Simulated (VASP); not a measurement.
# HfNbTe4 (P4/mmm) in VASP: further runs, part 2 of 2

VASP 6.6.1. The steps go on from the part before.

## 5. Single point, PBE

This run uses another cell than the first one, of 38.94 Å³/atom.

The input, INCAR:

```
  PREC = Accurate
  ENCUT = 520
  EDIFF = 1E-6
  ISMEAR = 0
  SIGMA = 0.1
  LREAL = False
  LASPH = True
  NELM = 100
  ALGO = Normal
  ISIF = 2
  LWAVE = False
  LCHARG = True
  GGA = PE
  LELF = True
  LVHAR = True
  NBANDS = 32
```

The input, KPOINTS:

```
regular mesh
0
Gamma
  8 8 4
```

The input, POSCAR:

```
HfNbTe4
1.0
    5.1058471383      0.0000000000      0.0000000000
    0.0000000000      5.1058471383      0.0000000000
    0.0000000000      0.0000000000      8.9618508023
Hf Nb Te
1 1 4
Direct
    0.0000000000      0.0000000000      0.0000000000
    0.5000000000      0.5000000000      0.5000000000
    0.5000000000      0.5000000000      0.8259806562
    0.5000000000      0.5000000000      0.1740193438
    0.5000000000      0.0000000000      0.5000000000
    0.0000000000      0.5000000000      0.5000000000
```

Potentials or basis: VASP PAW PBE potentials, release 64 (Hf_pv, Nb_sv, Te).

The run is started by

```bash
$ cat potpaw_PBE.64/Hf_pv/POTCAR potpaw_PBE.64/Nb_sv/POTCAR potpaw_PBE.64/Te/POTCAR > POTCAR
$ mpirun -np 1 vasp_std > vasp.out
```

OUTCAR:

```text
PREC = Accurate
   ENCUT = 520
   EDIFF = 1E-6
   ISMEAR = 0
   LREAL = False
   LASPH = True
   NELM = 100
   ISIF = 2
   GGA = PE

 ion  position               nearest neighbor table
   1  0.000  0.000  0.000-
   2  0.500  0.500  0.500-   5 2.55   6 2.55   5 2.55   6 2.55   3 2.92   4 2.92
   3  0.500  0.500  0.826-   2 2.92   4 3.12
   4  0.500  0.500  0.174-   2 2.92   3 3.12
   5  0.500  0.000  0.500-   2 2.55   2 2.55   6 3.61   6 3.61   6 3.61   6 3.61
   6  0.000  0.500  0.500-   2 2.55   2 2.55   5 3.61   5 3.61   5 3.61   5 3.61

  LATTYP: Found a simple tetragonal cell.
 ALAT       =     5.1058471383
 C/A-ratio  =     1.7552132995

  Lattice vectors:

 A1 = (   5.1058471383,   0.0000000000,   0.0000000000)
 A2 = (   0.0000000000,   5.1058471383,   0.0000000000)
 A3 = (   0.0000000000,   0.0000000000,   8.9618508023)

Analysis of symmetry for initial positions (statically):
=====================================================================
 Subroutine PRICEL returns:
 Original cell was already a primitive cell.

 Routine SETGRP: Setting up the symmetry group for a
 simple tetragonal supercell.

 Subroutine GETGRP returns: Found 16 space group operations
 (whereof 16 operations were pure point group operations)
 out of a pool of 16 trial point group operations.

The static configuration has the point symmetry D_4h.

Analysis of symmetry for dynamics (positions and initial velocities):
=====================================================================
 Subroutine PRICEL returns:
 Original cell was already a primitive cell.

 Routine SETGRP: Setting up the symmetry group for a
 simple tetragonal supercell.

 Subroutine GETGRP returns: Found 16 space group operations
 (whereof 16 operations were pure point group operations)
[... 123 lines left out ...]
   EMIN   =  10.00;   EMAX   =-10.00  energy-range for DOS
   EFERMI =   0.00;   METHOD = LEGACY
   ISMEAR =     0;   SIGMA  =   0.10  broadening in eV -4-tet -1-fermi 0-gaus
   EFERMI_NEDOS =   21; number of points for ismear=-14 and -15
   IALGO  =     38    algorithm
   IMIX   =      4    mixing-type and parameters
     AMIX     =   0.40;   BMIX     =  1.00
     AMIX_MAG =   1.60;   BMIX_MAG =  1.00
  volume/ion in A,a.u.               =      38.94       262.77
  Fermi-wavevector in a.u.,A,eV,Ry     =   0.959245  1.812711 12.519422  0.920152
  Thomas-Fermi vector in A             =   2.088424
   LORBIT       =      0    0 simple, 1 ext, 2 COOP (PROOUT), +10 PAW based schemes
   GGA     = PE    functional components
   LHFCALC =     F    Hartree Fock is set to
   AEXX    =    0.0000 exact exchange contribution
   IVDW    =     0    specifies the selected vdW correction
   LEPSILON=     F    determine dielectric tensor
   LRPA    =     F    only Hartree local field effects (RPA)
 non-spin polarized calculation
 Gauss-broadening in eV      SIGMA  =   0.10
  energy-cutoff  :      520.00
  volume of cell :      233.63
 maximum number of plane-waves:      6325
 NGX is ok and might be reduce to    40
   NGX = 19   NGY = 19   NGZ = 33

 number of electron      47.0000001 magnetization

 Free energy of the ion-electron system (eV)
  ---------------------------------------------------
  ext. energy  EPLUGINS =         0.00000000
  ---------------------------------------------------
  free energy    TOTEN  =       -28.08733932 eV

  energy without entropy =      -28.05291037  energy(sigma->0) =      -28.07012485

 E-fermi :   3.7933     XC(G=0):  -8.4286

 val. band max:        3.7851415219   @ k =   0.5000   0.0000   0.0000
 cond. band min:       3.8010777142   @ k =   0.3750   0.3750   0.0000
 fundamental gap:      0.0159361923
 Fermi energy:         3.7933168109

 k-point     1 :       0.0000    0.0000    0.0000
  band No.  band energies     occupation
      1     -51.4807      2.00000
      2     -29.5933      2.00000
      3     -29.5754      2.00000
      4     -29.5754      2.00000
      5     -27.7391      2.00000
      6     -27.7391      2.00000
[... 829 lines left out ...]
     31       5.7586      0.00000
     32       5.9000      0.00000

 [... further k-points ...]
[... 5 lines left out ...]
  --------------------------------------------------------------------------------------
  -------------------------------------------------------------------------------------
  Total       -0.1795132     -0.1795132     -0.1339406      0.0000000      0.0000000     -0.0000000
  in kB       -1.2310439     -1.2310439     -0.9185218      0.0000000      0.0000000     -0.0000000
  external PRESSURE =      -1.1268698 kB  Pullay stress =       0.0000000 kB

 VOLUME and BASIS-vectors are now :
 -----------------------------------------------------------------------------
  energy-cutoff  :      520.00
  volume of cell :      233.63
      direct lattice vectors                 reciprocal lattice vectors
     5.105847138  0.000000000  0.000000000     0.195853885  0.000000000  0.000000000
     0.000000000  5.105847138  0.000000000     0.000000000  0.195853885  0.000000000
     0.000000000  0.000000000  8.961850802     0.000000000  0.000000000  0.111584094

 POSITION                                       TOTAL-FORCE (eV/Angst)
 -----------------------------------------------------------------------------------
      0.00000      0.00000      0.00000         0.000000      0.000000      0.000000
      2.55292      2.55292      4.48093         0.000000      0.000000      0.000000
      2.55292      2.55292      7.40232         0.000000     -0.000000     -0.003054
      2.55292      2.55292      1.55954         0.000000      0.000000      0.003054
      2.55292      0.00000      4.48093         0.000000      0.000000      0.000000
      0.00000      2.55292      4.48093         0.000000      0.000000      0.000000
 -----------------------------------------------------------------------------------
    total drift:                                0.000000      0.000000     -0.000000

  FREE ENERGIE OF THE ION-ELECTRON SYSTEM (eV)
  ---------------------------------------------------
  free  energy   TOTEN  =       -28.0873393155 eV

  energy  without entropy=      -28.0529103750  energy(sigma->0) =      -28.07012485
```

OSZICAR:

```text
N       E                     dE             d eps       ncg     rms          rms(c)
DAV:   1     0.289253569614E+03    0.28925E+03   -0.20664E+04  3264   0.122E+03
DAV:   2    -0.570100632670E+01   -0.29495E+03   -0.28171E+03  3888   0.303E+02
DAV:   3    -0.313488664018E+02   -0.25648E+02   -0.24960E+02  4440   0.742E+01
DAV:   4    -0.332796100334E+02   -0.19307E+01   -0.19136E+01  4792   0.213E+01
DAV:   5    -0.333359877227E+02   -0.56378E-01   -0.56254E-01  4080   0.259E+00    0.137E+01
DAV:   6    -0.291170245649E+02    0.42190E+01   -0.20841E+01  4256   0.104E+01    0.119E+01
DAV:   7    -0.289599718951E+02    0.15705E+00   -0.92849E+00  4032   0.827E+00    0.805E+00
DAV:   8    -0.282231641111E+02    0.73681E+00   -0.33550E+00  4088   0.568E+00    0.442E+00
DAV:   9    -0.285524848901E+02   -0.32932E+00   -0.12634E+00  3776   0.519E+00    0.473E+00
DAV:  10    -0.281223173319E+02    0.43017E+00   -0.12144E+00  3272   0.320E+00    0.160E+00
DAV:  11    -0.281063228195E+02    0.15995E-01   -0.86662E-02  3656   0.118E+00    0.960E-01
DAV:  12    -0.280875991747E+02    0.18724E-01   -0.39366E-02  3744   0.673E-01    0.237E-01
DAV:  13    -0.280874797058E+02    0.11947E-03   -0.58730E-03  3592   0.284E-01    0.126E-01
DAV:  14    -0.280873816551E+02    0.98051E-04   -0.81721E-04  3896   0.100E-01    0.578E-02
DAV:  15    -0.280873338815E+02    0.47774E-04   -0.12329E-04  3792   0.395E-02    0.204E-02
DAV:  16    -0.280873392323E+02   -0.53508E-05   -0.19413E-05  3824   0.222E-02    0.795E-03
DAV:  17    -0.280873393155E+02   -0.83183E-07   -0.34096E-06  2992   0.785E-03
   1 F= -.28087339E+02 E0= -.28070125E+02  d E =-.344289E-01
```

Run time: 14 min. Hardware: 1 thread of Intel Xeon 8259CL, shared host; peak memory 0.55 GiB.

Results:

```
Free energy            : -28.0873 eV
Pressure               : -0.1 GPa
Largest force          : 0.003 eV/Å
Band gap on the k mesh : zero (an odd number of electrons rules out a gap without spin polarisation)
```

Forces on the atoms (eV/Å):
```
Hf   0.000  0.000  0.000
Nb   0.000  0.000  0.000
Te   0.000  0.000 -0.003
Te   0.000  0.000  0.003
Te   0.000  0.000  0.000
Te   0.000  0.000  0.000
```

Levels at points of the mesh, in eV from the Fermi level:
```
           k point  band 20  band 21  band 22  band 23  band 24  band 25  band 26  band 27
(0.00, 0.00, 0.00)    -1.25    -0.97    -0.93    -0.20     0.11     0.11     0.19     0.19
(0.50, 0.00, 0.00)    -1.53    -1.53    -0.48    -0.01     0.20     0.35     0.62     0.74
(0.50, 0.50, 0.00)    -1.09    -0.87    -0.87    -0.08     0.52     0.60     0.77     1.30
(0.00, 0.00, 0.50)    -0.92    -0.87    -0.87    -0.36    -0.10     0.02     0.02     0.15
(0.50, 0.00, 0.50)    -1.64    -1.38    -1.13    -0.30    -0.22     0.15     0.36     0.36
(0.50, 0.50, 0.50)    -1.62    -1.62    -1.55    -1.17     0.51     0.68     0.77     1.18
```

Caveat: spin-orbit coupling is left out, which moves the levels of the heavy elements; an odd number of electrons without spin polarisation forces a metal; a magnetic or distorted state may lie lower.

## 6. Summary

| task | cell | k mesh | cutoff (eV) | gap on the mesh (eV) | pressure (GPa) | largest force (eV/Å) |
| --- | --- | --- | --- | --- | --- | --- |
| single point | a = 4.678, b = 4.678, c = 7.662 Å, 6 atoms, atomic positions A | 4 × 4 × 2 | 520 | none | 33.3 | 11.22 |
| single point | a = 5.114, b = 5.114, c = 8.841 Å, 6 atoms, atomic positions B | 4 × 4 × 2 | 520 | none | -0.1 | 0.03 |
| relaxation of cell and atoms | relaxed from a = 4.678, b = 4.678, c = 7.662 Å, 6 atoms, atomic positions A | 4 × 4 × 2 | 600 | none | 0.0 | 0.01 |
| single point | a = 5.106, b = 5.106, c = 8.962 Å, 6 atoms, atomic positions C | 8 × 8 × 4 | 520 | none | -0.1 | - |

Alike in all rows: level PBE; potentials or basis VASP PAW PBE potentials, release 64 (Hf_pv, Nb_sv, Te); no spin polarisation; smearing gaussian 0.1 eV.

Caveats: some runs use coarse meshes; spin-orbit coupling is left out, which moves the levels of the heavy elements; an odd number of electrons without spin polarisation forces a metal; a magnetic or distorted state may lie lower; the volume moved by over 15 % at a fixed basis, so the end points are rough (at least some runs); the highest band is partly filled, so the run has too few bands (at least some runs).

Total energies depend on the potentials used, so only differences within one code and one set of settings carry meaning.

The gap in the log of VASP goes by the Fermi energy; the results here count the filled bands.